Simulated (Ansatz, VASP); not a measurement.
# Os: VASP beside Ansatz

```
Os
1.0
     2.77008    0.00000    0.00000
    -1.38504    2.39896    0.00000
     0.00000    0.00000    4.37654
Os
2
Direct
  0.66667 0.33333 0.75000
  0.33333 0.66667 0.25000
```

Alike in both runs: task single point; functional SVWN5; k mesh 11 × 11 × 6; occupations fermi-dirac, width 0.05 eV; no spin polarisation.

```csv
,VASP,Ansatz
version,VASP 6.6.1,Ansatz 0.2.0
potentials or method,"VASP PAW PBE potentials, release 64 (Os)",Ansatz PAW
plane-wave cutoff (eV),520,420
valence electrons in the cell,16,32
```

Ansatz gave:

- gap on the k mesh at the Fermi level (eV): none
- pressure (GPa): -23.3
- traceless stress, the component that is largest in VASP (GPa): -1.00

Q: Estimate VASP's values.

A: gap on the k mesh at the Fermi level (eV): none; pressure (GPa): -23.0; traceless stress, the component that is largest in VASP (GPa): -1.06.

VASP's potentials were made for PBE, not for SVWN5. A gap of «none» marks a metal or a gap that the smearing closes. VASP's potentials hold 16 valence electrons a cell and Ansatz's 32, so a difference there can come from the potentials and not from the codes.

Spin-orbit coupling is off throughout.
